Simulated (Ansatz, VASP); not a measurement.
# SnTe2 in VASP and in Ansatz

```
Sn Te
1.0
     0.00000    3.70104    3.70104
     3.70104    0.00000    3.70104
     3.70104    3.70104    0.00000
Sn Te
1 2
Direct
  0.00000 0.00000 0.00000
  0.25000 0.25000 0.25000
  0.75000 0.75000 0.75000
```

Alike in both runs: task single point; functional r2SCAN; k mesh 4 × 4 × 4; occupations methfessel-paxton of order 1, width 0.05 eV; no spin polarisation.

```csv
,VASP,Ansatz
version,VASP 6.6.1,Ansatz 0.2.0
potentials or method,"VASP PAW PBE potentials, release 64 (Sn_d, Te)",plane waves
plane-wave cutoff (eV),520,500
valence electrons in the cell,26,46
```

|  | VASP | Ansatz | Ansatz less VASP |
| --- | --- | --- | --- |
| pressure (GPa) | 0.5 | 0.5 | +0.01 |

VASP's potentials were made for PBE, not for r2SCAN. VASP's potentials hold 26 valence electrons a cell and Ansatz's 46, so a difference there can come from the potentials and not from the codes.

The k mesh is coarse, so the values compare programs but aren't converged. Spin-orbit coupling is off throughout.
